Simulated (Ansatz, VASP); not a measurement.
GaAs in VASP and in Ansatz

Contents of POSCAR:

```
GaAs
1.0
    0.0000000000      2.8612570829      2.8612570829
    2.8612570829      0.0000000000      2.8612570829
    2.8612570829      2.8612570829      0.0000000000
Ga As
1 1
Direct
    0.0000000000      0.0000000000      0.0000000000
    0.2500000000      0.2500000000      0.2500000000
```

Contents of INCAR.step1:

```
SYSTEM = GaAs
ALGO = Normal
EDIFF = 1E-4
ENCUT = 520
GGA = PE
ISMEAR = 0
LASPH = .True.
LCHARG = .False.
LREAL = .False.
LWAVE = .True.
NBANDS = 16
NELM = 60
PREC = Accurate
SIGMA = 0.02
```

The input INCAR.step2:

```
SYSTEM = GaAs
ALGO = Normal
EDIFF = 1E-6
ENCUT = 520
ISIF = 2
ISMEAR = 0
ISTART = 1
LASPH = .True.
LCHARG = .False.
LMIXTAU = .True.
LREAL = .False.
LWAVE = .False.
METAGGA = R2SCAN
NBANDS = 16
NELM = 60
PREC = Accurate
SIGMA = 0.02
```

KPOINTS

```
k-points
0
Gamma
  8 8 8
  0 0 0
```

Input for Ansatz:

```yaml
crystal:
  lattice:
    - [0.0, 2.8612570821, 2.8612570821]
    - [2.8612570821, 0.0, 2.8612570821]
    - [2.8612570821, 2.8612570821, 0.0]
  atoms:
    - { symbol: Ga, position: [0.0, 0.0, 0.0] }
    - { symbol: As, position: [0.25, 0.25, 0.25] }
basis:
  ecutwfc: 500
kpoints:
  mp_grid: { grid: [8, 8, 8] }
hamiltonian:
  xc: r2scan
scf:
  occupations: { method: gaussian, width: 0.02 }
output:
  forces: true
  stress: true
  eigenvalues: true
```

Alike in both runs: task single point; functional r2SCAN; k mesh 8 × 8 × 8; occupations gaussian, width 0.02 eV; no spin polarisation.

|  | VASP | Ansatz |
| --- | --- | --- |
| version | VASP 6.6.1 | Ansatz 0.2.0 |
| potentials or method | VASP PAW PBE potentials, release 64 (Ga_d, As), cutoff 520 eV | scalar-relativistic, plane waves, PAW |
| valence electrons in the cell | 18 | 28 |

```tsv
	VASP	Ansatz	Ansatz less VASP
gap on the k mesh at the Fermi level (eV)	0.71	0.73	+0.019
least direct gap on the mesh (eV)	0.71	0.73	+0.019
pressure (GPa)	-1.9	-2.0	-0.09
```

VASP's potentials were made for PBE, not for r2SCAN. VASP's potentials hold 18 valence electrons a cell and Ansatz's 28, so a difference there can come from the potentials and not from the codes.
